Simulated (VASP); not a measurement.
# Zn16Si13Ge3P32 (P1) in VASP: single point with HSE06

Aim: the single point of Zn16Si13Ge3P32 with HSE06.

Everything below comes from runs of VASP 6.6.1. Logs are shortened: lines on timing, memory, paths and dates and some standing lists are left out, and cuts for length are marked.

### 1 The cell of the first run

The typed cell holds 64 atoms: a = 10.734 Å, b = 10.734 Å, c = 10.491 Å, α = 90.00°, β = 90.00°, γ = 90.00°.

### 2 Single point, HSE06

The input, POSCAR:

```
Zn16Si13Ge3P32
1.0
   10.7337230000     -0.0000590000     -0.0000170000
   -0.0000590000     10.7342450000     -0.0000170000
   -0.0000170000     -0.0000170000     10.4909080000
Zn Si Ge P
16 13 3 32
Direct
    0.9993960000      0.0006230000      0.9998330000
    0.9988800000      0.4997090000      0.9985520000
    0.4995560000      0.9996190000      0.0021710000
    0.4998110000      0.5017850000      0.0008540000
    0.9991770000      0.2491640000      0.2507560000
    0.9997370000      0.7508400000      0.2505690000
    0.5006760000      0.2497330000      0.2488840000
    0.5005920000      0.7496710000      0.2484320000
    0.2486140000      0.9996090000      0.7510850000
    0.2497810000      0.5006570000      0.7502030000
    0.7516020000      0.9983590000      0.7522740000
    0.7514770000      0.5006320000      0.7502900000
    0.2478380000      0.2495830000      0.5004910000
    0.2484480000      0.7506750000      0.5020450000
    0.7506400000      0.2518560000      0.4985030000
    0.7505550000      0.7497650000      0.5004480000
    0.0000790000      0.0003870000      0.4995520000
    0.9994440000      0.5002790000      0.5004110000
    0.5010760000      0.5019600000      0.4996220000
    0.2489550000      0.0006360000      0.2487540000
    0.7514610000      0.0000280000      0.2482520000
    0.7506050000      0.5008830000      0.2497200000
    0.2492790000      0.2492040000      0.9992920000
    0.2493840000      0.7512920000      0.9984870000
    0.7517640000      0.2509490000      0.0009460000
    0.7506350000      0.7504470000      0.9994100000
    0.9999870000      0.2506370000      0.7494400000
    0.9999920000      0.7508140000      0.7492920000
    0.5000150000      0.7499750000      0.7507860000
    0.5013500000      0.0001680000      0.4987010000
    0.2503820000      0.5015000000      0.2496170000
    0.5013090000      0.2523460000      0.7509390000
    0.1308780000      0.1253590000      0.1245890000
    0.1281890000      0.6279790000      0.1206040000
    0.6332620000      0.1250640000      0.1245190000
    0.6332050000      0.6253140000      0.1244330000
    0.1170060000      0.1241550000      0.6254400000
    0.1166760000      0.6244880000      0.6252390000
    0.6253520000      0.1251620000      0.6254920000
    0.6182180000      0.6250610000      0.6258420000
    0.3700460000      0.3719910000      0.1206910000
    0.3664570000      0.8741600000      0.1251050000
    0.8686810000      0.3751400000      0.1257720000
    0.8683140000      0.8747220000      0.1238840000
    0.3713610000      0.1209170000      0.3711120000
    0.3775800000      0.6228890000      0.3783880000
    0.8742030000      0.1171110000      0.3745730000
    0.8749430000      0.6177590000      0.3750090000
    0.1215090000      0.3798220000      0.3773600000
    0.1249980000      0.8826470000      0.3749940000
    0.6244280000      0.3832100000      0.3738140000
    0.6284180000      0.8785180000      0.3700410000
    0.1247440000      0.3675160000      0.8742330000
    0.1234320000      0.8681720000      0.8744420000
    0.6288840000      0.3726390000      0.8796700000
    0.6241010000      0.8676600000      0.8758540000
    0.3790920000      0.3779130000      0.6206870000
    0.3795590000      0.8731230000      0.6283000000
    0.8819350000      0.3753250000      0.6247660000
    0.8823870000      0.8751290000      0.6245210000
    0.3725680000      0.1288140000      0.8773400000
    0.3745730000      0.6323870000      0.8751670000
    0.8752730000      0.1331590000      0.8750230000
    0.8750840000      0.6332630000      0.8740200000
```

The input, INCAR.step1:

```
PREC = Accurate
ENCUT = 520
EDIFF = 1E-5
ISMEAR = -1
SIGMA = 0.05
LREAL = Auto
LASPH = True
NELM = 60
ALGO = Normal
ISIF = 2
LWAVE = True
LCHARG = False
NBANDS = 261
GGA = PE
LUSENCCL = False
```

The input, INCAR.step2:

```
PREC = Accurate
ENCUT = 520
EDIFF = 1E-6
ISMEAR = -1
SIGMA = 0.05
LREAL = Auto
LASPH = True
NELM = 60
ALGO = Normal
ISIF = 2
LWAVE = False
LCHARG = False
GGA = PE
LHFCALC = True
HFSCREEN = 0.2079
PRECFOCK = Fast
NBANDS = 261
ISTART = 1
LUSENCCL = False
```

The input, KPOINTS:

```
Automatic mesh
0
Gamma
  1 1 1
```

Potentials or basis: VASP PAW PBE potentials, release 64 (Zn, Si, Ge_d, P).

The run is started by

```sh
$ cat potpaw_PBE.64/Zn/POTCAR potpaw_PBE.64/Si/POTCAR potpaw_PBE.64/Ge_d/POTCAR potpaw_PBE.64/P/POTCAR > POTCAR
$ cp INCAR.step1 INCAR
$ mpirun -np 1 vasp_gam > vasp.out
$ cp INCAR.step2 INCAR
$ mpirun -np 1 vasp_gam > vasp.out
```

OUTCAR:

```text
PREC = Accurate
   ENCUT = 520
   EDIFF = 1E-6
   ISMEAR = -1
   LREAL = Auto
   LASPH = True
   NELM = 60
   ISIF = 2
   GGA = PE
   LHFCALC = True
   HFSCREEN = 0.2079
   PRECFOCK = Fast
   ISTART = 1

 ion  position               nearest neighbor table
   1  0.999  0.001  1.000-  33 2.34  44 2.35  63 2.35  54 2.35
   2  0.999  0.500  0.999-  34 2.34  43 2.35  64 2.35  53 2.35
   3  0.500  1.000  0.002-  61 2.34  42 2.35  35 2.35  56 2.36
   4  0.500  0.502  0.001-  55 2.34  41 2.34  36 2.34  62 2.35
   5  0.999  0.249  0.251-  49 2.34  47 2.34  43 2.35  33 2.35
   6  1.000  0.751  0.251-  34 2.35  50 2.35  44 2.35  48 2.35
[... 56 lines left out ...]
  63  0.875  0.133  0.875-  25 2.26  27 2.26   1 2.35  11 2.35
  64  0.875  0.633  0.874-  26 2.26  28 2.26  12 2.34   2 2.35

  LATTYP: Found a simple orthorhombic cell.
 ALAT       =    10.4909080000
 B/A-ratio  =     1.0231452797
 C/A-ratio  =     1.0231950371

  Lattice vectors:

 A1 = (  -0.0000170000,  -0.0000170000,  10.4909080000)
 A2 = (  10.7337230000,  -0.0000590000,  -0.0000170000)
 A3 = (  -0.0000590000,  10.7342450000,  -0.0000170000)

Analysis of symmetry for initial positions (statically):
=====================================================================
 Subroutine PRICEL returns:
 Original cell was already a primitive cell.

 Routine SETGRP: Setting up the symmetry group for a
 simple orthorhombic supercell.

 Subroutine GETGRP returns: Found  1 space group operations
 (whereof  1 operations were pure point group operations)
 out of a pool of  8 trial point group operations.

The static configuration has the point symmetry C_1 .

Analysis of symmetry for dynamics (positions and initial velocities):
=====================================================================
 Subroutine PRICEL returns:
 Original cell was already a primitive cell.

 Routine SETGRP: Setting up the symmetry group for a
 simple orthorhombic supercell.

 Subroutine GETGRP returns: Found  1 space group operations
 (whereof  1 operations were pure point group operations)
 out of a pool of  8 trial point group operations.

The dynamic configuration has the point symmetry C_1 .

 Subroutine INISYM returns: Found  1 space group operations
 (whereof  1 operations are pure point group operations),
 and found     1 'primitive' translations

----------------------------------------------------------------------------------------

                                     Primitive cell

  volume of cell :    1208.7458

  direct lattice vectors                    reciprocal lattice vectors
    10.733723000 -0.000059000 -0.000017000     0.093164320  0.000000512  0.000000151
    -0.000059000 10.734245000 -0.000017000     0.000000512  0.093159789  0.000000151
    -0.000017000 -0.000017000 10.490908000     0.000000151  0.000000151  0.095320634

  length of vectors
    10.733723000 10.734245000 10.490908000     0.093164320  0.093159789  0.095320634

  position of ions in fractional coordinates (direct lattice)
     0.999396000  0.000623000  0.999833000
     0.998880000  0.499709000  0.998552000
     0.499556000  0.999619000  0.002171000
     0.499811000  0.501785000  0.000854000
     0.999177000  0.249164000  0.250756000
     0.999737000  0.750840000  0.250569000
[... 56 lines left out ...]
     0.875273000  0.133159000  0.875023000
     0.875084000  0.633263000  0.874020000

  ion indices of the primitive-cell ions
   primitive index   ion index
                 1           1
                 2           2
                 3           3
                 4           4
                 5           5
                 6           6
[... 56 lines left out ...]
                63          63
                64          64

----------------------------------------------------------------------------------------

 KPOINTS: Automatic mesh

Automatic generation of k-mesh.
 Grid dimensions read from file:
 generate k-points for:    1    1    1

 Generating k-lattice:

  Cartesian coordinates                     Fractional coordinates (reciprocal lattice)
     0.093164320  0.000000512  0.000000151     1.000000000  0.000000000  0.000000000
     0.000000512  0.093159789  0.000000151     0.000000000  1.000000000  0.000000000
     0.000000151  0.000000151  0.095320634     0.000000000  0.000000000  1.000000000

  Length of vectors
     0.093164320  0.093159789  0.095320634

  Shift w.r.t. Gamma in fractional coordinates (k-lattice)
     0.000000000  0.000000000  0.000000000

 Subroutine IBZKPT returns following result:
 ===========================================

 Found      1 irreducible k-points:

 Following reciprocal coordinates:
            Coordinates               Weight
  0.000000  0.000000  0.000000      1.000000
   k-points           NKPTS =      1   k-points in BZ     NKDIM =      1   number of bands    NBANDS=    261
   number of dos      NEDOS =    301   number of ions     NIONS =     64
   total plane-waves  NPLWV = 512000
   dimension x,y,z NGX =    80 NGY =   80 NGZ =   80
   dimension x,y,z NGXF=   160 NGYF=  160 NGZF=  160
   ions per type =              16  13   3  32
   NGX,Y,Z   is equivalent  to a cutoff of  12.39, 12.39, 12.68 a.u.
   NGXF,Y,Z  is equivalent  to a cutoff of  24.78, 24.78, 25.35 a.u.
 SYSTEM =  unknown system
   PREC   = accura    normal or accurate (medium, high low for compatibility)
   ISTART =      1    job   : 0-new  1-cont  2-samecut
   ICHARG =      0    charge: 1-file 2-atom 10-const
   ISPIN  =      1    spin polarized calculation?
   LNONCOLLINEAR =      F non collinear calculations
   LSORBIT =      F    spin-orbit coupling
   LASPH  =      T    aspherical Exc in radial PAW
   ENCUT  =  520.0 eV  38.22 Ry    6.18 a.u.  19.96 19.96 19.51*2*pi/ulx,y,z
   NELM   =     60;   NELMIN=  2; NELMDL=  0     # of ELM steps
   EDIFF  = 0.1E-05   stopping-criterion for ELM
   LREAL  =      T    real-space projection
   EDIFFG = 0.1E-04   stopping-criterion for IOM
   NSW    =      0    number of steps for IOM
   IBRION =     -1    ionic relax: 0-MD 1-quasi-New 2-CG
   NFREE  =      0    steps in history (QN), initial steepest desc. (CG)
   ISIF   =      2    stress and relaxation
   ISYM   =      3    0-nonsym 1-usesym 2-fastsym
   POTIM  = 0.5000    time-step for ionic-motion
   TEBEG  =    0.0;   TEEND  =   0.0 temperature during run
   PSTRESS=    0.0 pullay stress
   NELECT =     446.0000    total number of electrons
   NUPDOWN=      -1.0000    fix difference up-down
   EMIN   =  10.00;   EMAX   =-10.00  energy-range for DOS
   EFERMI =   0.00;   METHOD = LEGACY
   ISMEAR =    -1;   SIGMA  =   0.05  broadening in eV -4-tet -1-fermi 0-gaus
   EFERMI_NEDOS =   21; number of points for ismear=-14 and -15
   IALGO  =     38    algorithm
   IMIX   =      1    mixing-type and parameters
     AMIX     =   0.40;   BMIX     =  1.00
     AMIX_MAG =   1.60;   BMIX_MAG =  1.00
  volume/ion in A,a.u.               =      18.89       127.45
  Fermi-wavevector in a.u.,A,eV,Ry     =   1.174198  2.218913 18.758920  1.378742
  Thomas-Fermi vector in A             =   2.310599
   LORBIT       =      0    0 simple, 1 ext, 2 COOP (PROOUT), +10 PAW based schemes
   GGA     = PE    functional components
   LHFCALC =     T    Hartree Fock is set to
   PRECFOCK=fast      Normal, Fast or Accurate (Low or Medium for compatibility)
   ENCUT4O =  -1.0   cutoff for four orbital integrals eV
   NKREDX  =     1    reduce k-point grid by
   NKREDY  =     1    reduce k-point grid by
   NKREDZ  =     1    reduce k-point grid by
   AEXX    =    0.2500 exact exchange contribution
   HFSCREEN=    0.2079 screening length (either q_TF or 0.3 A-1)
   HFSCREENC=   0.2079 screening length for correlation (either q_TF or 0.3 A-1)
   ENCUTFOCK=  -1.0 apply spherical cutoff to Coloumb kernel
   IVDW    =     0    specifies the selected vdW correction
   LEPSILON=     F    determine dielectric tensor
   LRPA    =     F    only Hartree local field effects (RPA)
 non-spin polarized calculation
  energy-cutoff  :      520.00
  volume of cell :     1208.75
 maximum number of plane-waves:     16278
 NGX is ok and might be reduce to    80
  NGX = 40; NGY = 40; NGZ = 40

 number of electron     446.0000226 magnetization

 Free energy of the ion-electron system (eV)
  ---------------------------------------------------
  ext. energy  EPLUGINS =         0.00000000
  ---------------------------------------------------
  free energy    TOTEN  =      -342.87330758 eV

  energy without entropy =     -342.87330757  energy(sigma->0) =     -342.87330758

 E-fermi :   5.2456     XC(G=0):  -8.1705

 val. band max:        4.2516888990   @ k =   0.0000   0.0000   0.0000
 cond. band min:       6.2320931585   @ k =   0.0000   0.0000   0.0000
 fundamental gap:      1.9804042596
 Fermi energy:         5.2455582568

 k-point     1 :       0.0000    0.0000    0.0000
  band No.  band energies     occupation
      1     -23.5647      2.00000
      2     -23.5587      2.00000
      3     -23.5581      2.00000
      4     -23.5550      2.00000
      5     -23.5532      2.00000
      6     -23.5507      2.00000
[... 227 lines left out ...]
    234       6.9913      0.00000
    235       7.0147      0.00000
 [bands above 235 left out]

------------------------ aborting loop because EDIFF is reached ----------------------------------------

  FORCE on cell =-STRESS in cart. coord.  units (eV):
  Direction    XX          YY          ZZ          XY          YZ          ZX
  --------------------------------------------------------------------------------------
  -------------------------------------------------------------------------------------
  Total       17.2030455     17.1486345     12.8249607      0.7101447      0.6851532      0.6981884
  in kB       22.8024208     22.7302996     16.9993243      0.9412879      0.9081619      0.9254400
  external PRESSURE =      20.8440149 kB  Pullay stress =       0.0000000 kB

 VOLUME and BASIS-vectors are now :
 -----------------------------------------------------------------------------
  energy-cutoff  :      520.00
  volume of cell :     1208.75
      direct lattice vectors                 reciprocal lattice vectors
    10.733723000 -0.000059000 -0.000017000     0.093164320  0.000000512  0.000000151
    -0.000059000 10.734245000 -0.000017000     0.000000512  0.093159789  0.000000151
    -0.000017000 -0.000017000 10.490908000     0.000000151  0.000000151  0.095320634

 POSITION                                       TOTAL-FORCE (eV/Angst)
 -----------------------------------------------------------------------------------
     10.72722      0.00661     10.48914         0.005298     -0.016722     -0.023137
     10.72165      5.36392     10.47569        -0.006249     -0.011285     -0.035013
      5.36204     10.73013      0.02275         0.011440     -0.015208     -0.030797
      5.36480      5.38625      0.00894         0.008300     -0.006895     -0.020030
     10.72487      2.67452      2.63064        -0.027962      0.000259     -0.032879
     10.73085      8.05964      2.62867        -0.019416      0.000153     -0.026124
[... 56 lines left out ...]
      9.39492      1.42929      9.17977         0.013839      0.537991      0.013597
      9.39286      6.79753      9.16924         0.017009      0.536008      0.010612
 -----------------------------------------------------------------------------------
    total drift:                                0.001994      0.000308     -0.000423

  FREE ENERGIE OF THE ION-ELECTRON SYSTEM (eV)
  ---------------------------------------------------
  free  energy   TOTEN  =      -342.8733075826 eV

  energy  without entropy=     -342.8733075705  energy(sigma->0) =     -342.87330758
```

Run time: 9.2 min. Hardware: 1 × NVIDIA H100 80GB with 1 thread of Intel Xeon Platinum 8481C at 2.70GHz (Sapphire Rapids), shared host; peak memory 1.7 GiB.

Results:

| Property | Result |
| --- | --- |
| Free energy | -342.8733 eV |
| Pressure | 2.1 GPa |
| Largest force | 0.567 eV/Å |
| Band gap on the k mesh | 1.98 eV |

Forces on the atoms (eV/Å):
```
Zn   0.005 -0.017 -0.023
Zn  -0.006 -0.011 -0.035
Zn   0.011 -0.015 -0.031
Zn   0.008 -0.007 -0.020
Zn  -0.028  0.000 -0.033
Zn  -0.019  0.000 -0.026
Zn  -0.010  0.005 -0.029
Zn  -0.003  0.008 -0.049
Zn  -0.023 -0.001 -0.031
Zn  -0.017  0.001 -0.026
Zn  -0.011 -0.004 -0.011
Zn  -0.006  0.015 -0.032
Zn  -0.005 -0.018 -0.038
Zn  -0.008 -0.018 -0.023
Zn   0.012 -0.002 -0.042
Zn   0.006 -0.016 -0.023
Si  -0.082 -0.045 -0.007
Si  -0.079 -0.055 -0.016
Si  -0.078 -0.052  0.005
Si  -0.066 -0.080 -0.028
Si  -0.056 -0.091 -0.005
Si  -0.050 -0.078 -0.017
Si  -0.073 -0.065 -0.026
Si  -0.093 -0.052 -0.008
Si  -0.063 -0.041  0.003
Si  -0.077 -0.055 -0.003
Si  -0.049 -0.083 -0.009
Si  -0.053 -0.085 -0.006
Si  -0.052 -0.076 -0.015
Ge  -0.084 -0.076 -0.029
Ge  -0.066 -0.096 -0.019
Ge  -0.052 -0.087 -0.008
P    0.532  0.014  0.010
P    0.551  0.063  0.014
P    0.537  0.018  0.004
P    0.538  0.020  0.006
P   -0.472  0.063  0.015
P   -0.459  0.072  0.021
P   -0.462  0.045  0.001
P   -0.480  0.048  0.031
P   -0.438  0.070  0.039
P   -0.483  0.050  0.029
P   -0.473  0.051  0.024
P   -0.465  0.057  0.016
P    0.066 -0.433  0.043
P    0.025 -0.492 -0.019
P    0.067 -0.470  0.034
P    0.059 -0.469  0.028
P    0.020  0.538  0.059
P    0.030  0.522  0.014
P    0.020  0.532  0.012
P    0.058  0.555  0.012
P    0.056 -0.476  0.027
P    0.064 -0.471  0.032
P    0.020 -0.497 -0.001
P    0.058 -0.460  0.021
P    0.563  0.064  0.016
P    0.538  0.013  0.055
P    0.519  0.010  0.011
P    0.517  0.015  0.008
P    0.016  0.544  0.056
P    0.019  0.527  0.017
P    0.014  0.538  0.014
P    0.017  0.536  0.011
```

Levels at points of the mesh, in eV from the valence-band top:
```tsv
k point	band 220	band 221	band 222	band 223	band 224	band 225	band 226	band 227
(0.00, 0.00, 0.00)	-0.66	-0.11	-0.11	0.00	1.98	2.16	2.16	2.25
```

Caveat: the k points lie up to 0.60 Å⁻¹ apart; the PAW data sets were made with another functional, which shifts forces and pressure a little; an odd mesh through Γ misses points on the zone boundary, where band edges can lie.
